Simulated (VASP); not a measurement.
# FePt (P4/mmm) in VASP: further runs

FePt is run at these levels: PBE; tasks: electric field gradients.

All numbers are computed with VASP 6.6.1; they aren't measurements. Logs are shortened: lines on timing, memory, paths and dates and some standing lists are left out, and cuts for length are marked.

## 1. The cell of the first run

It takes space group P4/mmm (No. 123, tetragonal). The conventional cell has a = 2.722 Å, b = 2.722 Å, c = 3.700 Å, α = 90.00°, β = 90.00°, γ = 90.00°. Within 3.5 Å of Fe (site symmetry 4/mmm) lie 8 Pt at 2.67 Å and 4 Fe at 2.72 Å. Pt (site symmetry 4/mmm) has 8 Fe at 2.67 Å and 4 Pt at 2.72 Å within 3.5 Å.

## 2. Electric field gradients, PBE, collinear spin, ferromagnetic start

INCAR reads:

```
PREC = Accurate ; ENCUT = 520
EDIFF = 1E-8 ; ISMEAR = -1
SIGMA = 0.05 ; LREAL = F
LASPH = T ; NELM = 150
ALGO = Normal ; ISIF = 2
LWAVE = F ; LCHARG = F
ISPIN = 2 ; MAGMOM = 3 0
LORBIT = 11 ; LMAXMIX = 4
GGA = PE ; LEFG = T
NBANDS = 20
```

KPOINTS reads:

```
Automatic mesh
0
Gamma
  12 12 9
```

POSCAR reads:

```
FePt
1.0
    2.7216540008      0.0000000000      0.0000000000
    0.0000000000      2.7216540008      0.0000000000
    0.0000000000      0.0000000000      3.7000000000
Fe Pt
1 1
Direct
    0.5000000000      0.5000000000      0.5000000000
    0.0000000000      0.0000000000      0.0000000000
```

Potentials or basis: VASP PAW PBE potentials, release 64 (Fe, Pt).

Run with:

```
cat potpaw_PBE.64/Fe/POTCAR potpaw_PBE.64/Pt/POTCAR > POTCAR
mpirun -np 1 vasp_std > vasp.out
```

OUTCAR:

```text
PREC = Accurate
   ENCUT = 520
   EDIFF = 1E-8
   ISMEAR = -1
   LREAL = F
   LASPH = T
   NELM = 150
   ISIF = 2
   ISPIN = 2
   LORBIT = 11
   GGA = PE

 ion  position               nearest neighbor table
   1  0.500  0.500  0.500-   2 2.67   2 2.67   2 2.67   2 2.67   2 2.67   2 2.67   2 2.67   2 2.67

   2  0.000  0.000  0.000-   1 2.67   1 2.67   1 2.67   1 2.67   1 2.67   1 2.67   1 2.67   1 2.67

  LATTYP: Found a simple tetragonal cell.
 ALAT       =     2.7216540008
 C/A-ratio  =     1.3594674411

  Lattice vectors:

 A1 = (   2.7216540008,   0.0000000000,   0.0000000000)
 A2 = (   0.0000000000,   2.7216540008,   0.0000000000)
 A3 = (   0.0000000000,   0.0000000000,   3.7000000000)

Analysis of symmetry for initial positions (statically):
=====================================================================
 Subroutine PRICEL returns:
 Original cell was already a primitive cell.

 Routine SETGRP: Setting up the symmetry group for a
 simple tetragonal supercell.

 Subroutine GETGRP returns: Found 16 space group operations
 (whereof 16 operations were pure point group operations)
 out of a pool of 16 trial point group operations.

The static configuration has the point symmetry D_4h.

Analysis of symmetry for dynamics (positions and initial velocities):
=====================================================================
 Subroutine PRICEL returns:
 Original cell was already a primitive cell.

 Routine SETGRP: Setting up the symmetry group for a
 simple tetragonal supercell.

 Subroutine GETGRP returns: Found 16 space group operations
 (whereof 16 operations were pure point group operations)
 out of a pool of 16 trial point group operations.

The dynamic configuration has the point symmetry D_4h.

Analysis of structural, dynamic, and magnetic symmetry:
=====================================================================
 Subroutine PRICEL returns:
 Original cell was already a primitive cell.

 Routine SETGRP: Setting up the symmetry group for a
 simple tetragonal supercell.

 Subroutine GETGRP returns: Found 16 space group operations
 (whereof 16 operations were pure point group operations)
 out of a pool of 16 trial point group operations.

The overall configuration has the point symmetry D_4h.

 Subroutine INISYM returns: Found 16 space group operations
 (whereof 16 operations are pure point group operations),
 and found     1 'primitive' translations

----------------------------------------------------------------------------------------

                                     Primitive cell

  volume of cell :      27.4074

  direct lattice vectors                    reciprocal lattice vectors
     2.721654001  0.000000000  0.000000000     0.367423633  0.000000000  0.000000000
     0.000000000  2.721654001  0.000000000     0.000000000  0.367423633  0.000000000
     0.000000000  0.000000000  3.700000000     0.000000000  0.000000000  0.270270270

  length of vectors
     2.721654001  2.721654001  3.700000000     0.367423633  0.367423633  0.270270270

  position of ions in fractional coordinates (direct lattice)
     0.500000000  0.500000000  0.500000000
     0.000000000  0.000000000  0.000000000

  ion indices of the primitive-cell ions
   primitive index   ion index
                 1           1
                 2           2

----------------------------------------------------------------------------------------

 KPOINTS: Automatic mesh

Automatic generation of k-mesh.
 Grid dimensions read from file:
 generate k-points for:   12   12    9

 Generating k-lattice:

  Cartesian coordinates                     Fractional coordinates (reciprocal lattice)
     0.030618636  0.000000000  0.000000000     0.083333333  0.000000000  0.000000000
     0.000000000  0.030618636  0.000000000     0.000000000  0.083333333  0.000000000
     0.000000000  0.000000000  0.030030030     0.000000000  0.000000000  0.111111111

  Length of vectors
     0.030618636  0.030618636  0.030030030

  Shift w.r.t. Gamma in fractional coordinates (k-lattice)
     0.000000000  0.000000000  0.000000000

 Subroutine IBZKPT returns following result:
 ===========================================

 Found    140 irreducible k-points:

 Following reciprocal coordinates:
            Coordinates               Weight
  0.000000  0.000000  0.000000      1.000000
  0.083333  0.000000  0.000000      4.000000
  0.166667  0.000000  0.000000      4.000000
  0.250000  0.000000  0.000000      4.000000
  0.333333  0.000000  0.000000      4.000000
  0.416667  0.000000  0.000000      4.000000
[... 16 lines left out ...]
  0.333333  0.333333  0.000000      4.000000
  0.416667  0.333333  0.000000      8.000000
 [... further k-points ...]
   k-points           NKPTS =    140   k-points in BZ     NKDIM =    140   number of bands    NBANDS=     20
   number of dos      NEDOS =    301   number of ions     NIONS =      2
   total plane-waves  NPLWV =  11200
   dimension x,y,z NGX =    20 NGY =   20 NGZ =   28
   dimension x,y,z NGXF=    40 NGYF=   40 NGZF=   56
   ions per type =               1   1
   NGX,Y,Z   is equivalent  to a cutoff of  12.22, 12.22, 12.58 a.u.
   NGXF,Y,Z  is equivalent  to a cutoff of  24.43, 24.43, 25.16 a.u.
 SYSTEM =  unknown system
   PREC   = accura    normal or accurate (medium, high low for compatibility)
   ISTART =      0    job   : 0-new  1-cont  2-samecut
   ICHARG =      2    charge: 1-file 2-atom 10-const
   ISPIN  =      2    spin polarized calculation?
   LNONCOLLINEAR =      F non collinear calculations
   LSORBIT =      F    spin-orbit coupling
   LASPH  =      T    aspherical Exc in radial PAW
   ENCUT  =  520.0 eV  38.22 Ry    6.18 a.u.   5.06  5.06  6.88*2*pi/ulx,y,z
   NELM   =    150;   NELMIN=  2; NELMDL= -5     # of ELM steps
   EDIFF  = 0.1E-07   stopping-criterion for ELM
   LREAL  =      F    real-space projection
   EDIFFG = 0.1E-06   stopping-criterion for IOM
   NSW    =      0    number of steps for IOM
   IBRION =     -1    ionic relax: 0-MD 1-quasi-New 2-CG
   NFREE  =      0    steps in history (QN), initial steepest desc. (CG)
   ISIF   =      2    stress and relaxation
   ISYM   =      2    0-nonsym 1-usesym 2-fastsym
   POTIM  = 0.5000    time-step for ionic-motion
   TEBEG  =    0.0;   TEEND  =   0.0 temperature during run
   PSTRESS=    0.0 pullay stress
   NELECT =      18.0000    total number of electrons
   NUPDOWN=      -1.0000    fix difference up-down
   EMIN   =  10.00;   EMAX   =-10.00  energy-range for DOS
   EFERMI =   0.00;   METHOD = LEGACY
   ISMEAR =    -1;   SIGMA  =   0.05  broadening in eV -4-tet -1-fermi 0-gaus
   EFERMI_NEDOS =   21; number of points for ismear=-14 and -15
   IALGO  =     38    algorithm
   IMIX   =      4    mixing-type and parameters
     AMIX     =   0.40;   BMIX     =  1.00
     AMIX_MAG =   1.60;   BMIX_MAG =  1.00
  volume/ion in A,a.u.               =      13.70        92.48
  Fermi-wavevector in a.u.,A,eV,Ry     =   1.423016  2.689111 27.551455  2.024975
  Thomas-Fermi vector in A             =   2.543658
   LORBIT       =     11    0 simple, 1 ext, 2 COOP (PROOUT), +10 PAW based schemes
   GGA     = PE    functional components
   LHFCALC =     F    Hartree Fock is set to
   AEXX    =    0.0000 exact exchange contribution
   IVDW    =     0    specifies the selected vdW correction
   LEPSILON=     F    determine dielectric tensor
   LRPA    =     F    only Hartree local field effects (RPA)
 spin polarized calculation
  energy-cutoff  :      520.00
  volume of cell :       27.41
 maximum number of plane-waves:       756
   NGX = 11   NGY = 11   NGZ = 13

 number of electron      17.9999998 magnetization       3.2809236

 Free energy of the ion-electron system (eV)
  ---------------------------------------------------
  ext. energy  EPLUGINS =         0.00000000
  ---------------------------------------------------
  free energy    TOTEN  =       -14.79913131 eV

  energy without entropy =      -14.78714540  energy(sigma->0) =      -14.79313836

 E-fermi :   8.7797     XC(G=0): -13.0971

 val. band max:        8.7793430454   @ k =   0.1667   0.0833   0.0000
 cond. band min:       8.7827994380   @ k =   0.3333   0.1667   0.3333
 fundamental gap:      0.0034563926
 Fermi energy:         8.7796804896

 spin component 1

 k-point     1 :       0.0000    0.0000    0.0000
  band No.  band energies     occupation
      1      -0.8488      1.00000
      2       2.3957      1.00000
      3       2.5695      1.00000
      4       5.3187      1.00000
      5       5.3187      1.00000
      6       5.8837      1.00000
[... 12 lines left out ...]
     19      30.3443      0.00000
     20      30.3443      0.00000

 k-point     2 :       0.0833    0.0000    0.0000
  band No.  band energies     occupation
      1      -0.6674      1.00000
      2       2.4955      1.00000
      3       2.6898      1.00000
      4       5.2457      1.00000
      5       5.3708      1.00000
      6       5.9312      1.00000
[... 498 lines left out ...]
 k-point    24 :       0.4167    0.3333    0.0000
  band No.  band energies     occupation
      1       2.3863      1.00000
      2       3.1670      1.00000
      3       3.3171      1.00000
      4       3.5254      1.00000
      5       6.4313      1.00000
      6       6.9735      1.00000
[... 12 lines left out ...]
     19      29.7084      0.00000
     20      29.8299      0.00000

 [... further k-points ...]

 spin component 2

 k-point     1 :       0.0000    0.0000    0.0000
  band No.  band energies     occupation
      1      -0.7124      1.00000
      2       2.9670      1.00000
      3       2.9733      1.00000
      4       6.4006      1.00000
      5       6.4006      1.00000
      6       8.0014      1.00000
[... 12 lines left out ...]
     19      30.4427      0.00000
     20      30.4427      0.00000

 k-point     2 :       0.0833    0.0000    0.0000
  band No.  band energies     occupation
      1      -0.5301      1.00000
      2       3.0357      1.00000
      3       3.1299      1.00000
      4       6.2277      1.00000
      5       6.4513      1.00000
      6       7.8748      1.00000
[... 498 lines left out ...]
 k-point    24 :       0.4167    0.3333    0.0000
  band No.  band energies     occupation
      1       2.8194      1.00000
      2       3.9428      1.00000
      3       4.0181      1.00000
      4       4.3262      1.00000
      5       6.9040      1.00000
      6       8.2180      0.99999
[... 12 lines left out ...]
     19      30.0904      0.00000
     20      30.1868      0.00000

 [... further k-points ...]

------------------------ aborting loop because EDIFF is reached ----------------------------------------

  FORCE on cell =-STRESS in cart. coord.  units (eV):
  Direction    XX          YY          ZZ          XY          YZ          ZX
  --------------------------------------------------------------------------------------
  -------------------------------------------------------------------------------------
  Total        0.6935074      0.6935074      1.0066264      0.0000000      0.0000000      0.0000000
  in kB       40.5409709     40.5409709     58.8452437      0.0000000      0.0000000      0.0000000
  external PRESSURE =      46.6423952 kB  Pullay stress =       0.0000000 kB

 VOLUME and BASIS-vectors are now :
 -----------------------------------------------------------------------------
  energy-cutoff  :      520.00
  volume of cell :       27.41
      direct lattice vectors                 reciprocal lattice vectors
     2.721654001  0.000000000  0.000000000     0.367423633  0.000000000  0.000000000
     0.000000000  2.721654001  0.000000000     0.000000000  0.367423633  0.000000000
     0.000000000  0.000000000  3.700000000     0.000000000  0.000000000  0.270270270

 POSITION                                       TOTAL-FORCE (eV/Angst)
 -----------------------------------------------------------------------------------
      1.36083      1.36083      1.85000         0.000000      0.000000      0.000000
      0.00000      0.00000      0.00000         0.000000      0.000000      0.000000
 -----------------------------------------------------------------------------------
    total drift:                               -0.000000      0.000000      0.000000

  FREE ENERGIE OF THE ION-ELECTRON SYSTEM (eV)
  ---------------------------------------------------
  free  energy   TOTEN  =       -14.7991313091 eV

  energy  without entropy=      -14.7871454019  energy(sigma->0) =      -14.79313836

 Electric field gradients (V/A^2)
---------------------------------------------------------------------
 ion       V_xx      V_yy      V_zz      V_xy      V_xz      V_yz
---------------------------------------------------------------------
   1      -8.994    -8.994    17.987    -0.000     0.000     0.000
   2     -33.196   -33.196    66.392     0.000    -0.000    -0.000
---------------------------------------------------------------------

 Electric field gradients after diagonalization (V/A^2)
 (convention: |V_zz| > |V_xx| > |V_yy|)
----------------------------------------------------------------------
 ion       V_xx      V_yy      V_zz     asymmetry (V_yy - V_xx)/ V_zz
----------------------------------------------------------------------
   1      -8.994    -8.994    17.987       0.000
   2     -33.196   -33.196    66.392       0.000
----------------------------------------------------------------------

           NMR quadrupolar parameters

 Cq : quadrupolar parameter    Cq=e*Q*V_zz/h
 eta: asymmetry parameters     (V_yy - V_xx)/ V_zz
 Q  : nuclear electric quadrupole moment in mb (millibarn)
----------------------------------------------------------------------
 ion       Cq(MHz)       eta       Q (mb)
----------------------------------------------------------------------
   1       0.043       0.000       1.000
   2       0.161       0.000       1.000
----------------------------------------------------------------------

 total charge

# of ion       s       p       d       tot
------------------------------------------
    1        0.413   0.458   6.130   7.001
    2        0.718   0.672   8.060   9.451
--------------------------------------------------
tot          1.131   1.131  14.190  16.452

 magnetization (x)

# of ion       s       p       d       tot
------------------------------------------
    1        0.005  -0.007   2.921   2.919
    2       -0.026  -0.067   0.431   0.338
--------------------------------------------------
tot         -0.021  -0.075   3.351   3.256
```

It took 4.1 min on 1 thread of Intel Xeon 8259CL, shared host; peak memory 0.24 GiB.

Results:

| Item | Value |
| --- | --- |
| Free energy | -14.7991 eV |
| Pressure | 4.7 GPa |
| Net moment | 3.28 μB per cell |
| Site moments | Fe +2.92; Pt +0.34 μB |
| Largest electric field gradient by atom | Fe +18.0; Pt +66.4 V/Å² |
| Valence electrons inside the program's atomic spheres | Fe 7.00; Pt 9.45 |

Stress tensor (GPa, compression positive):
```
4.05 0.00 0.00
0.00 4.05 0.00
0.00 0.00 5.88
```

Electric field gradients, principal values (V/Å²):
| atom | least | middle | greatest (by size) |
| --- | --- | --- | --- |
| 1 Fe | -8.994 | -8.994 | 17.987 |
| 2 Pt | -33.196 | -33.196 | 66.392 |

Caveat: the cell stands under pressure; without QUAD_EFG the Cq values of the log hold for a quadrupole moment of 1 mb, not for the nuclei; spin-orbit coupling is left out, which moves the levels of the heavy elements.

(Part 1 of 2 ends here.)
